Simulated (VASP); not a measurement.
Input of a VASP 6.6.1 run:

INCAR

```
SYSTEM = Ge15Mo
PREC = Accurate ; ENCUT = 520
EDIFF = 1E-7 ; ISMEAR = 0
SIGMA = 0.05 ; LREAL = Auto
LASPH = .TRUE. ; NELM = 150
ALGO = Normal ; ISIF = 2
LWAVE = .FALSE. ; LCHARG = .TRUE.
ISPIN = 2 ; MAGMOM = 0 0 0 0 0 0 0 0 0 0 0 0 0 0 0 0
LORBIT = 11 ; NUPDOWN = 0.0
LMAXMIX = 4 ; GGA = PS
LELF = .TRUE. ; LVHAR = .TRUE.
NBANDS = 130
```

File KPOINTS:

```
Automatic mesh
0
G
  3 3 3
  0 0 0
```

POSCAR

```
Ge15Mo
1.0
    0.0000000000      5.6575400000      5.6575400000
    5.6575400000      0.0000000000      5.6575400000
    5.6575400000      5.6575400000      0.0000000000
Mo Ge
1 15
Direct
    1.0000000000      0.0000000000      0.0000000000
    0.9995146617      0.9995146617      0.5004853383
    0.9995146617      0.5004853383      0.9995146617
    0.9995146617      0.5004853383      0.5004853383
    0.5004853383      0.9995146617      0.9995146617
    0.5004853383      0.9995146617      0.5004853383
    0.5004853383      0.5004853383      0.9995146617
    0.5000000000      0.5000000000      0.5000000000
    0.1263979545      0.1263979545      0.1263979545
    0.1263979545      0.1263979545      0.6208061366
    0.1263979545      0.6208061366      0.1263979545
    0.1253009340      0.6248996887      0.6248996887
    0.6208061366      0.1263979545      0.1263979545
    0.6248996887      0.1253009340      0.6248996887
    0.6248996887      0.6248996887      0.1253009340
    0.6248996887      0.6248996887      0.6248996887
```

Potentials or basis: VASP PAW PBE potentials, release 64 (Mo_sv, Ge_d).

The run is started by

```bash
$ cat potpaw_PBE.64/Mo_sv/POTCAR potpaw_PBE.64/Ge_d/POTCAR > POTCAR
$ mpirun -np 1 vasp_std > vasp.out
```

(1) Predict the largest force.

(2) Predict the pressure.

Answers

(1) 0.669 eV/Å.

(2) 0.6 GPa.

Caveat: the PAW data sets were made with another functional, which shifts forces and pressure a little; the total moment is fixed, so each spin has its own Fermi level.
